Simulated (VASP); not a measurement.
Here is a VASP 6.6.1 calculation.

The input INCAR:

```
PREC     = Accurate       # precision mode
ENCUT    = 520            # plane-wave cutoff, eV
EDIFF    = 1E-7           # SCF threshold, eV
ISMEAR   = -1             # smearing method
SIGMA    = 0.05           # smearing width, eV
LREAL    = False          # projectors in reciprocal space
LASPH    = True           # aspherical terms in the spheres
NELM     = 150            # most SCF steps
ALGO     = Normal         # electronic algorithm
ISIF     = 2              # what is computed and relaxed
LWAVE    = False          # write WAVECAR
LCHARG   = False          # write CHGCAR
ISPIN    = 2              # spin polarisation
MAGMOM   = 4 0            # initial moments
LORBIT   = 11             # projections on sites
LMAXMIX  = 4              # l up to which the mixer works
GGA      = PE             # functional
NBANDS   = 20             # bands
```

KPOINTS

```
Automatic mesh
0
Gamma
  10 10 10
```

File POSCAR:

```
MnO
1.0
    2.6723886600      0.0000000000      0.0000000000
    0.0000000000      2.6723886600      0.0000000000
    0.0000000000      0.0000000000      2.6723886600
Mn O
1 1
Direct
    0.0123160000      0.0026230000     -0.0035030000
    0.4844890000      0.5021670000      0.5003480000
```

Potentials or basis: VASP PAW PBE potentials, release 64 (Mn_pv, O).

Run with:

```sh
$ cat potpaw_PBE.64/Mn_pv/POTCAR potpaw_PBE.64/O/POTCAR > POTCAR
$ mpirun -np 1 vasp_std > vasp.out
```

(1) Predict the pressure.

(2) Estimate the site moments.

(3) Predict the largest force.

(4) Estimate the net moment.

## Answers

(1) 6.2 GPa.

(2) Mn +3.89; O +0.11 μB.

(3) 0.093 eV/Å.

(4) 4.18 μB per cell.

Caveat: the cell differs from its parent crystal (atoms moved at random); the cell stands under pressure; a cell with one magnetic atom can't hold antiferromagnetic order, which such compounds often take.
